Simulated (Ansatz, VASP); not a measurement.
# One calculation of BaS, two programs

```xyz
2
Lattice="-0.0319 3.1778 3.1778 3.1778 -0.0319 3.1778 3.1778 3.1778 -0.0319" Properties=species:S:1:pos:R:3 pbc="T T T"
Ba    0.0000    0.0000    0.0000
S     3.1618    3.1618    3.1618
```

Change from the starting cell: equal xy, yz and zx shear strains of -1 %.

Alike in both runs: task single point; functional PBEsol; k mesh 8 × 8 × 8; occupations fermi-dirac, width 0.02 eV; no spin polarisation.

|  | VASP | Ansatz |
| --- | --- | --- |
| version | VASP 6.6.1 | Ansatz 0.2.0 |
| potentials or method | VASP PAW PBE potentials, release 64 (Ba_sv, S), cutoff 520 eV | all-electron LAPW, scalar-relativistic |

```csv
,VASP,Ansatz,Ansatz less VASP
gap on the k mesh at the Fermi level (eV),1.96,2.06,+0.099
pressure (GPa),-0.5,-1.2,-0.62
"traceless stress, the component that is largest in VASP (GPa)",0.18,0.18,0.000
```

VASP's potentials were made for PBE, not for PBEsol. Ansatz ran all-electron here, and VASP with PAW potentials.

Neither program's run includes spin-orbit coupling.
